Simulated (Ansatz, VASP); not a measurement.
ZrB in VASP and in Ansatz

INCAR

```
SYSTEM = ZrB
  PREC = Accurate
  ENCUT = 600
  EDIFF = 1E-6
  ISMEAR = -1
  SIGMA = 0.05
  LREAL = .FALSE.
  LASPH = .TRUE.
  NELM = 80
  ALGO = Normal
  ISIF = 3
  LWAVE = .FALSE.
  LCHARG = .FALSE.
  GGA = PS
  IBRION = 2
  NSW = 60
  EDIFFG = -0.01
```

KPOINTS

```
regular mesh
0
G
  10 10 10
  0 0 0
```

File POSCAR:

```
ZrB
1.0
    0.0000000000      2.3250000000      2.3250000000
    2.3250000000      0.0000000000      2.3250000000
    2.3250000000      2.3250000000      0.0000000000
Zr B
1 1
Direct
    0.0000000000      0.0000000000      0.0000000000
    0.5000000000      0.5000000000      0.5000000000
```

The input input.yaml:

```yaml
crystal:
  lattice:
    - [0.0, 2.325, 2.325]
    - [2.325, 0.0, 2.325]
    - [2.325, 2.325, 0.0]
  atoms:
    - { symbol: Zr, position: [0.0, 0.0, 0.0] }
    - { symbol: B, position: [0.5, 0.5, 0.5] }
hamiltonian:
  xc: pbesol
  pseudopotentials: { kind: paw }
kpoints:
  mp_grid: { grid: [10, 10, 10] }
scf:
  occupations: { method: fermi_dirac, width: 0.05 }
output:
  forces: true
  stress: true
  eigenvalues: true
relax:
  f_tol: 0.01
  max_steps: 40
  cell: { stress_tol: 0.05 }
```

Alike in both runs: task relaxation of cell and atoms; functional PBEsol; k mesh 10 × 10 × 10; occupations fermi-dirac, width 0.05 eV; no spin polarisation.

|  | VASP | Ansatz |
| --- | --- | --- |
| version | VASP 6.6.1 | Ansatz 0.2.0 |
| potentials or method | VASP PAW PBE potentials, release 64 (Zr_sv, B) | Ansatz PAW |
| plane-wave cutoff (eV) | 600 | 420 |
| valence electrons in the cell | 15 | 15 |

Ansatz gave:

```
gap on the k mesh at the Fermi level, each at its own relaxed structure (eV) : none
relaxed volume (Å³/atom)                                                     : 14.36
relaxed cell length with the largest relative difference (Å)                 : 3.438
```

What did VASP give for the same quantities?

gap on the k mesh at the Fermi level, each at its own relaxed structure (eV): none; relaxed volume (Å³/atom): 14.37; relaxed cell length with the largest relative difference (Å): 3.439.

VASP's potentials were made for PBE, not for PBEsol. A gap of «none» marks a metal or a gap that the smearing closes.

Noted on Ansatz's run: the plane-wave basis is chosen anew once the cell has moved, so the energies of steps on either side of that aren't comparable.
